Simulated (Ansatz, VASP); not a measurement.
**GaSb3: VASP beside Ansatz**

Contents of INCAR:

```
ALGO     = Normal         # electronic algorithm
EDIFF    = 1E-6           # SCF threshold, eV
ENCUT    = 520            # plane-wave cutoff, eV
GGA      = PS             # functional
ISIF     = 2              # what is computed and relaxed
ISMEAR   = 0              # smearing method
IVDW     = 12             # dispersion correction
LASPH    = True           # aspherical terms in the spheres
LCHARG   = True           # write CHGCAR
LELF     = True           # ELF
LREAL    = False          # projectors in reciprocal space
LVHAR    = True         
LWAVE    = False          # write WAVECAR
NBANDS   = 22             # bands
NELM     = 80             # most SCF steps
PREC     = Accurate       # precision mode
SIGMA    = 0.15           # smearing width, eV
```

KPOINTS

```
k-points
0
Gamma
  12 12 12
```

POSCAR

```
GaSb3
1.0
    0.0000000000      3.5855047185      3.5855047185
    3.5855047185      0.0000000000      3.5855047185
    3.5855047185      3.5855047185      0.0000000000
Ga Sb
1 3
Direct
    0.0000000000      0.0000000000      0.0000000000
    0.2360549619      0.2639450381      0.2360549619
    0.7360549619      0.7639450381      0.7360549619
    0.4860549619      0.5139450381      0.4860549619
```

Input for Ansatz:

```yaml
crystal:
  lattice:
    - [0.0, 3.5855047185, 3.5855047185]
    - [3.5855047185, 0.0, 3.5855047185]
    - [3.5855047185, 3.5855047185, 0.0]
  atoms:
    - { symbol: Ga, position: [0.0, 0.0, 0.0] }
    - { symbol: Sb, position: [0.2360549619, 0.2639450381, 0.2360549619] }
    - { symbol: Sb, position: [0.7360549619, 0.7639450381, 0.7360549619] }
    - { symbol: Sb, position: [0.4860549619, 0.5139450381, 0.4860549619] }
basis:
  ecutwfc: 420
kpoints:
  mp_grid: { grid: [12, 12, 12] }
hamiltonian:
  xc: pbesol
  dispersion: d3bj
scf:
  occupations: { method: gaussian, width: 0.15 }
output:
  forces: true
  stress: true
  eigenvalues: true
```

Change from the starting cell: all Sb atoms moved -0.100 Å, as atom 2 along Cartesian [0 1 0].

Alike in both runs: task single point; functional PBEsol; dispersion D3(BJ); k mesh 12 × 12 × 12; occupations gaussian, width 0.15 eV; no spin polarisation.

|  | VASP | Ansatz |
| --- | --- | --- |
| version | VASP 6.6.1 | Ansatz 0.2.0 |
| potentials or method | VASP PAW PBE potentials, release 64 (Ga_d, Sb), cutoff 520 eV | scalar-relativistic, plane waves, PAW |
| valence electrons in the cell | 28 | 58 |

Ansatz gave:

* gap on the k mesh at the Fermi level (eV): none
* pressure (GPa): 0.6
* rms of the force components (eV/Å): 0.072

Question: What did VASP give for the same quantities?

Answer: gap on the k mesh at the Fermi level (eV): none; pressure (GPa): 0.6; rms of the force components (eV/Å): 0.073.

VASP's potentials were made for PBE, not for PBEsol. Atom by atom the forces differ by 0.001 eV/Å (rms over components). A gap of «none» marks a metal or a gap that the smearing closes. VASP's potentials hold 28 valence electrons a cell and Ansatz's 58, so a difference there can come from the potentials and not from the codes.

Spin-orbit coupling is off throughout.
